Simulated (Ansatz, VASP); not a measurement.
# One calculation of Rh, two programs

```
CELL_PARAMETERS angstrom
0.00000 1.88511 1.88511
1.88511 0.00000 1.88511
1.88511 1.88511 0.00000
ATOMIC_POSITIONS crystal
Rh 0.00000 0.00000 0.00000
```

Alike in both runs: task single point; functional PBE; dispersion D3(BJ); k mesh 13 × 13 × 13; no spin polarisation.

|  | VASP | Ansatz |
| --- | --- | --- |
| version | VASP 6.6.1 | Ansatz 0.2.0 |
| potentials or method | VASP PAW PBE potentials, release 64 (Rh_pv), cutoff 500 eV | plane waves, PAW |
| occupations | methfessel-paxton of order 1, width 0.1 eV | cold, width 0.1 eV |
| valence electrons in the cell | 15 | 17 |

|  | VASP | Ansatz | Ansatz less VASP |
| --- | --- | --- | --- |
| pressure (GPa) | 5.7 | 5.4 | -0.27 |

VASP's potentials hold 15 valence electrons a cell and Ansatz's 17, so a difference there can come from the potentials and not from the codes.
